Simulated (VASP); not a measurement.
# Ag (Fm-3m) in VASP: notebook

Runs on Ag. Level: r2SCAN. Tasks: single point, relaxation of volume and atoms at fixed shape.

All numbers are computed with VASP 6.6.1; they aren't measurements. Logs are shortened: lines on timing, memory, paths and dates and some standing lists are left out, and cuts for length are marked.

## Step 1: The cell of the first run

Symmetry: Fm-3m, No. 225, cubic system. The conventional cell has a = 4.105 Å, b = 4.105 Å, c = 4.105 Å, α = 90.00°, β = 90.00°, γ = 90.00°. Ag (site symmetry m-3m) has 12 Ag at 2.90 Å within 3.8 Å.

## Step 2: Single point, r2SCAN

Input file POSCAR:

```
Ag
1.0
    0.0000000000      2.0524177737      2.0524177737
    2.0524177737      0.0000000000      2.0524177737
    2.0524177737      2.0524177737      0.0000000000
Ag
1
Direct
    0.0000000000      0.0000000000      0.0000000000
```

Input file INCAR.step1:

```
SYSTEM = Ag
PREC = Accurate ; ENCUT = 520
ISMEAR = -1 ; SIGMA = 0.05
LREAL = .False. ; LASPH = .True.
NELM = 100 ; NBANDS = 12
GGA = PE ; ALGO = Normal
EDIFF = 1E-4 ; LWAVE = .True.
LCHARG = .False.
```

Input file INCAR.step2:

```
SYSTEM = Ag
PREC = Accurate ; ENCUT = 520
EDIFF = 1E-7 ; ISMEAR = -1
SIGMA = 0.05 ; LREAL = .False.
LASPH = .True. ; NELM = 100
ALGO = Normal ; ISIF = 2
LWAVE = .False. ; LCHARG = .False.
METAGGA = R2SCAN ; LMIXTAU = .True.
NBANDS = 12 ; ISTART = 1
```

Input file KPOINTS:

```
Automatic mesh
0
Gamma
  17 17 17
  0 0 0
```

Potentials or basis: VASP PAW PBE potentials, release 64 (Ag).

The run is started by

```sh
$ cat potpaw_PBE.64/Ag/POTCAR > POTCAR
$ cp INCAR.step1 INCAR
$ mpirun -np 1 vasp_std > vasp.out
$ cp INCAR.step2 INCAR
$ mpirun -np 1 vasp_std > vasp.out
```

OUTCAR:

```text
SYSTEM = Ag
   PREC = Accurate
   ENCUT = 520
   EDIFF = 1E-7
   ISMEAR = -1
   LREAL = .False.
   LASPH = .True.
   NELM = 100
   ISIF = 2
   METAGGA = R2SCAN
   ISTART = 1

 ion  position               nearest neighbor table
   1  0.000  0.000  0.000-

  LATTYP: Found a face centered cubic cell.
 ALAT       =     4.1048355474

  Lattice vectors:

 A1 = (   0.0000000000,   2.0524177737,   2.0524177737)
 A2 = (   2.0524177737,   0.0000000000,   2.0524177737)
 A3 = (   2.0524177737,   2.0524177737,   0.0000000000)

Analysis of symmetry for initial positions (statically):
=====================================================================
 Subroutine PRICEL returns:
 Original cell was already a primitive cell.

 Routine SETGRP: Setting up the symmetry group for a
 face centered cubic supercell.

 Subroutine GETGRP returns: Found 48 space group operations
 (whereof 48 operations were pure point group operations)
 out of a pool of 48 trial point group operations.

The static configuration has the point symmetry O_h .

Analysis of symmetry for dynamics (positions and initial velocities):
=====================================================================
 Subroutine PRICEL returns:
 Original cell was already a primitive cell.

 Routine SETGRP: Setting up the symmetry group for a
 face centered cubic supercell.

 Subroutine GETGRP returns: Found 48 space group operations
 (whereof 48 operations were pure point group operations)
 out of a pool of 48 trial point group operations.

The dynamic configuration has the point symmetry O_h .

 Subroutine INISYM returns: Found 48 space group operations
 (whereof 48 operations are pure point group operations),
 and found     1 'primitive' translations

----------------------------------------------------------------------------------------

                                     Primitive cell

  volume of cell :      17.2913

  direct lattice vectors                    reciprocal lattice vectors
     0.000000000  2.052417774  2.052417774    -0.243615119  0.243615119  0.243615119
     2.052417774  0.000000000  2.052417774     0.243615119 -0.243615119  0.243615119
     2.052417774  2.052417774  0.000000000     0.243615119  0.243615119 -0.243615119

  length of vectors
     2.902557051  2.902557051  2.902557051     0.421953763  0.421953763  0.421953763

[... 83 lines left out ...]
   NFREE  =      0    steps in history (QN), initial steepest desc. (CG)
   ISIF   =      2    stress and relaxation
   ISYM   =      2    0-nonsym 1-usesym 2-fastsym
   POTIM  = 0.5000    time-step for ionic-motion
   TEBEG  =    0.0;   TEEND  =   0.0 temperature during run
   PSTRESS=    0.0 pullay stress
   NELECT =      11.0000    total number of electrons
   NUPDOWN=      -1.0000    fix difference up-down
   EMIN   =  10.00;   EMAX   =-10.00  energy-range for DOS
   EFERMI =   0.00;   METHOD = LEGACY
   ISMEAR =    -1;   SIGMA  =   0.05  broadening in eV -4-tet -1-fermi 0-gaus
   EFERMI_NEDOS =   21; number of points for ismear=-14 and -15
   IALGO  =     38    algorithm
   IMIX   =      4    mixing-type and parameters
     AMIX     =   0.40;   BMIX     =  1.00
     AMIX_MAG =   1.60;   BMIX_MAG =  1.00
  volume/ion in A,a.u.               =      17.29       116.69
  Fermi-wavevector in a.u.,A,eV,Ry     =   1.407980  2.660697 26.972312  1.982409
  Thomas-Fermi vector in A             =   2.530185
   LORBIT       =      0    0 simple, 1 ext, 2 COOP (PROOUT), +10 PAW based schemes
   METAGGA = R2SCAN    functional components
   LHFCALC =     F    Hartree Fock is set to
   AEXX    =    0.0000 exact exchange contribution
   IVDW    =     0    specifies the selected vdW correction
   LEPSILON=     F    determine dielectric tensor
   LRPA    =     F    only Hartree local field effects (RPA)
 non-spin polarized calculation
  energy-cutoff  :      520.00
  volume of cell :       17.29
 maximum number of plane-waves:       483
 NGX is ok and might be reduce to    24
   NGX = 11   NGY = 11   NGZ = 11

 number of electron      10.9999999 magnetization

 Free energy of the ion-electron system (eV)
  ---------------------------------------------------
  ext. energy  EPLUGINS =         0.00000000
  ---------------------------------------------------
  free energy    TOTEN  =       -21.35481218 eV

  energy without entropy =      -21.35163867  energy(sigma->0) =      -21.35322542

 E-fermi :   8.3325     XC(G=0): -12.8716

 val. band max:        8.3297409765   @ k =  -0.2941   0.2353   0.0588
 cond. band min:       8.3648313706   @ k =  -0.4118   0.1176   0.0000
 fundamental gap:      0.0350903941
 Fermi energy:         8.3325475358

 k-point     1 :       0.0000    0.0000    0.0000
  band No.  band energies     occupation
      1       0.3858      2.00000
      2       3.1496      2.00000
      3       3.1496      2.00000
      4       3.1496      2.00000
      5       4.1682      2.00000
      6       4.1682      2.00000
      7      24.8554      0.00000
      8      28.4981      0.00000
      9      28.4981      0.00000
     10      28.4981      0.00000
     11      33.4281      0.00000
     12      34.3818      0.00000
[... 331 lines left out ...]
 k-point    24 :      -0.1176    0.0588    0.0000
  band No.  band energies     occupation
      1       1.0473      2.00000
      2       3.0052      2.00000
      3       3.3095      2.00000
      4       3.3406      2.00000
      5       4.0379      2.00000
      6       4.2285      2.00000
      7      24.0258      0.00000
      8      25.4300      0.00000
      9      27.7371      0.00000
     10      29.5617      0.00000
     11      31.4631      0.00000
     12      33.8809      0.00000

 [... further k-points ...]

------------------------ aborting loop because EDIFF is reached ----------------------------------------

  FORCE on cell =-STRESS in cart. coord.  units (eV):
  Direction    XX          YY          ZZ          XY          YZ          ZX
  --------------------------------------------------------------------------------------
  -------------------------------------------------------------------------------------
  Total        0.0111307      0.0111307      0.0111307      0.0000000      0.0000000     -0.0000000
  in kB        1.0313478      1.0313478      1.0313478      0.0000000      0.0000000     -0.0000000
  external PRESSURE =       1.0313478 kB  Pullay stress =       0.0000000 kB

 VOLUME and BASIS-vectors are now :
 -----------------------------------------------------------------------------
  energy-cutoff  :      520.00
  volume of cell :       17.29
      direct lattice vectors                 reciprocal lattice vectors
     0.000000000  2.052417774  2.052417774    -0.243615119  0.243615119  0.243615119
     2.052417774  0.000000000  2.052417774     0.243615119 -0.243615119  0.243615119
     2.052417774  2.052417774  0.000000000     0.243615119  0.243615119 -0.243615119

 POSITION                                       TOTAL-FORCE (eV/Angst)
 -----------------------------------------------------------------------------------
      0.00000      0.00000      0.00000         0.000000      0.000000      0.000000
 -----------------------------------------------------------------------------------
    total drift:                               -0.000000      0.000000      0.000000

  FREE ENERGIE OF THE ION-ELECTRON SYSTEM (eV)
  ---------------------------------------------------
  free  energy   TOTEN  =       -21.3548121773 eV

  energy  without entropy=      -21.3516386660  energy(sigma->0) =      -21.35322542
```

OUTCAR.step1:

```text
SYSTEM = Ag
   PREC = Accurate
   ENCUT = 520
   ISMEAR = -1
   LREAL = .False.
   LASPH = .True.
[... 577 lines left out ...]
 -----------------------------------------------------------------------------------
      0.00000      0.00000      0.00000        -0.000000      0.000000     -0.000000
 -----------------------------------------------------------------------------------
    total drift:                               -0.000000      0.000000      0.000000

  FREE ENERGIE OF THE ION-ELECTRON SYSTEM (eV)
  ---------------------------------------------------
  free  energy   TOTEN  =        -2.7104421070 eV

  energy  without entropy=       -2.7070942813  energy(sigma->0) =       -2.70876819
```

Run time: 93 s. Hardware: 1 thread of Intel Xeon Platinum 8259CL at 2.50GHz (Skylake/Cascade Lake), shared host; peak memory 0.17 GiB.

What came out:

- Free energy: -21.3548 eV
- Pressure: 0.1 GPa

Levels at points of the mesh, in eV from the Fermi level:
```
           k point  band 4  band 5  band 6  band 7  band 8  band 9
(0.00, 0.00, 0.00)   -5.18   -4.16   -4.16   16.52   20.17   20.17
```

Caveat: the PAW data sets were made with another functional, which shifts forces and pressure a little.

## Step 3: Relaxation of volume and atoms at fixed shape, r2SCAN

This run uses another cell than the first one, of 17.05 Å³/atom, 0.986 times its volume.

Input file POSCAR:

```
Ag
1.0
    0.0000000000      2.0427500000      2.0427500000
    2.0427500000      0.0000000000      2.0427500000
    2.0427500000      2.0427500000      0.0000000000
Ag
1
Direct
    0.0000000000      0.0000000000      0.0000000000
```

Input file INCAR.step1:

```
PREC = Accurate ; ENCUT = 600
ISMEAR = -1 ; SIGMA = 0.05
LREAL = F ; LASPH = T
NELM = 100 ; GGA = PE
ALGO = Normal ; EDIFF = 1E-4
LWAVE = T ; LCHARG = F
```

Input file INCAR.step2:

```
PREC = Accurate ; ENCUT = 600
EDIFF = 1E-6 ; ISMEAR = -1
SIGMA = 0.05 ; LREAL = F
LASPH = T ; NELM = 100
ALGO = Normal ; ISIF = 8
LWAVE = F ; LCHARG = F
METAGGA = R2SCAN ; LMIXTAU = T
IBRION = 2 ; NSW = 60
EDIFFG = -0.02 ; ISTART = 1
```

Input file KPOINTS:

```
Automatic mesh
0
Gamma
  17 17 17
```

Potentials or basis: VASP PAW PBE potentials, release 64 (Ag).

The run is started by

```sh
$ cat potpaw_PBE.64/Ag/POTCAR > POTCAR
$ cp INCAR.step1 INCAR
$ mpirun -np 1 vasp_std > vasp.out
$ cp INCAR.step2 INCAR
$ mpirun -np 1 vasp_std > vasp.out
```

It took 3.3 min on 1 thread of Intel Xeon Platinum 8259CL at 2.50GHz (Skylake/Cascade Lake), shared host; peak memory 0.18 GiB.

The run converged. Its results:

- Free energy: -21.3542 eV
- Relaxed volume: 17.31 Å³/atom
- Relaxed cell: a = 2.903 Å, b = 2.903 Å, c = 2.903 Å, α = 60.00°, β = 60.00°, γ = 60.00°
- Space group after relaxing (to 0.05 Å): Fm-3m (No. 225)
- Energy gained by relaxing: 1.3 meV/atom
- Ionic steps: 3
- Pressure after relaxing: 0.1 GPa

Step by step:
| step | energy change (eV) | largest force (eV/Å) | pressure (GPa) | volume (Å³) |
| --- | --- | --- | --- | --- |
| 1 | 0.0000 | 0.0000 | 1.65 | 17.05 |
| 2 | -0.0007 | 0.0000 | -1.02 | 17.49 |
| 3 | -0.0013 | 0.0000 | 0.05 | 17.31 |

Final structure:
```yaml
crystal:
  lattice:
    - [0.00000, 2.05298, 2.05298]
    - [2.05298, 0.00000, 2.05298]
    - [2.05298, 2.05298, 0.00000]
  atoms:
    - { symbol: Ag, position: [0.00000, 0.00000, 0.00000] }
```

Levels at points of the mesh, in eV from the Fermi level:
```
           k point  band 2  band 3  band 4  band 5  band 6  band 7  band 8  band 9
(0.00, 0.00, 0.00)   -5.18   -5.18   -5.18   -4.16   -4.16   16.52   20.16   20.16
```

Caveat: the PAW data sets were made with another functional, which shifts forces and pressure a little. Zero-point motion and thermal expansion aren't in these numbers.
